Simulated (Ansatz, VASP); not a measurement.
Two plane-wave programs on SiO2

INCAR

```
SYSTEM = SiO2
PREC = Accurate ; ENCUT = 520
EDIFF = 1E-6 ; ISMEAR = 0
SIGMA = 0.05 ; LREAL = .FALSE.
LASPH = .TRUE. ; NELM = 100
ALGO = Normal ; ISIF = 2
LWAVE = .FALSE. ; LCHARG = .FALSE.
NBANDS = 25
```

File KPOINTS:

```
Automatic mesh
0
G
  6 6 10
  0 0 0
```

Contents of POSCAR:

```
SiO2
1.0
    4.0488708953      0.0000000000      0.0000000000
    0.0000000000      4.0488708953      0.0000000000
    0.0000000000      0.0000000000      2.8925133676
Si O
2 4
Direct
    0.5000000000      0.5000000000      0.5000000000
    0.0000000000      0.0000000000      0.0000000000
    0.6944252994      0.6944252994      0.0000000000
    0.1944252994      0.8055747006      0.5000000000
    0.3055747006      0.3055747006      0.0000000000
    0.8055747006      0.1944252994      0.5000000000
```

Input for Ansatz:

```yaml
crystal:
  lattice:
    - [4.0488708953, 0.0, 0.0]
    - [0.0, 4.0488708953, 0.0]
    - [0.0, 0.0, 2.8925133676]
  atoms:
    - { symbol: Si, position: [0.5, 0.5, 0.5] }
    - { symbol: Si, position: [0.0, 0.0, 0.0] }
    - { symbol: O, position: [0.6944252994, 0.6944252994, 0.0] }
    - { symbol: O, position: [0.1944252994, 0.8055747006, 0.5] }
    - { symbol: O, position: [0.3055747006, 0.3055747006, 0.0] }
    - { symbol: O, position: [0.8055747006, 0.1944252994, 0.5] }
basis:
  ecutwfc: 520.0
kpoints:
  mp_grid: { grid: [6, 6, 10] }
hamiltonian:
  xc: lda
  pseudopotentials: { kind: paw, azcp: { folder: soft_1 } }
scf:
  occupations: { method: gaussian, width: 0.05 }
output:
  forces: true
  stress: true
  eigenvalues: true
```

Alike in both runs: task single point; functional LDA; k mesh 6 × 6 × 10; occupations gaussian, width 0.05 eV; no spin polarisation.

|  | VASP | Ansatz |
| --- | --- | --- |
| version | VASP 6.6.1 | Ansatz 0.2.0 |
| potentials or method | VASP PAW LDA potentials, release 64 (Si, O), cutoff 520 eV | scalar-relativistic, plane waves, PAW |
| valence electrons in the cell | 32 | 32 |

```tsv
	VASP	Ansatz	Ansatz less VASP
gap on the k mesh at the Fermi level (eV)	4.82	4.82	-0.001
least direct gap on the mesh (eV)	4.82	4.82	-0.001
pressure (GPa)	-11.0	-11.9	-0.95
traceless stress, the component that is largest in VASP (GPa)	-29.43	-29.54	-0.106
rms of the force components (eV/Å)	0.213	0.219	+0.0059
```

Ansatz warns that its potentials were made for another functional, while VASP's fit it. LDA's correlation is that of Perdew and Zunger in VASP and of Perdew and Wang (1992) in Ansatz. Atom by atom the forces differ by 0.006 eV/Å (rms over components).
